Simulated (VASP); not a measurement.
Crystal: Br.

```
Br
1.0
     3.36325   -2.32255    0.00000
     3.36325    2.32255    0.00000
     0.00000    0.00000    8.70230
Br
4
Direct
  0.36510 0.63490 0.39010
  0.13490 0.86510 0.89010
  0.63490 0.36510 0.60990
  0.86510 0.13490 0.10990
```

Base run:

```yaml
Program: VASP 6.6.1
Functional: BLYP
Potentials_or_basis: VASP PAW PBE potentials, release 64 (Br)
Cutoff: 520 eV
k_mesh: 7 × 7 × 3
Occupations: fermi-dirac, width 0.05 eV
Spin: no spin polarisation
```

Its results: band gap on the k mesh 1.88 eV, indirect (least direct gap 1.89 eV); pressure 3.8 GPa; largest force 1.295 eV/Å.

**Question.** After a change of settings the same cell gave: band gap on the k mesh 1.84 eV, indirect (least direct gap 1.86 eV); pressure 0.1 GPa; largest force 0.749 eV/Å. Which change was it?
A. functional from BLYP to PBE; k mesh from 7 × 7 × 3 to 4 × 4 × 2
B. functional from BLYP to revPBE; further incar settings from ALGO = Normal; EDIFF = 1e-06; NBANDS = 22 to ALGO = Normal; EDIFF = 1e-07; NBANDS = 22
C. functional from BLYP to PBE; k mesh from 7 × 7 × 3 to 6 × 6 × 3
D. functional from BLYP to PBEsol

**Answer.** D.

PBEsol binds more tightly than BLYP, so the same cell stands under less pressure.

Caveats: the PAW data sets were made with another functional, which shifts forces and pressure a little.
